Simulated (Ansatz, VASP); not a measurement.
**CdIn3: VASP beside Ansatz**

```
Cd In
1.0
     5.26871    0.00000    0.00000
     2.63436    4.56284    0.00000
     2.63436    1.52095    4.30189
Cd In
1 3
Direct
  0.00000 0.00000 0.00000
  0.25000 0.25000 0.25000
  0.75000 0.75000 0.75000
  0.50000 0.50000 0.50000
```

Alike in both runs: task single point; functional LDA; k mesh 5 × 5 × 5; occupations gaussian, width 0.3 eV; no spin polarisation.

|  | VASP | Ansatz |
| --- | --- | --- |
| version | VASP 6.6.1 | Ansatz 0.2.0 |
| potentials or method | VASP PAW LDA potentials, release 64 (Cd, In_d), cutoff 520 eV | plane waves, PAW |
| valence electrons in the cell | 51 | 59 |

```tsv
	VASP	Ansatz	Ansatz less VASP
pressure (GPa)	-3.1	-3.2	-0.06
```

LDA's correlation is that of Perdew and Zunger in VASP and of Perdew and Wang (1992) in Ansatz. VASP's potentials hold 51 valence electrons a cell and Ansatz's 59, so a difference there can come from the potentials and not from the codes.
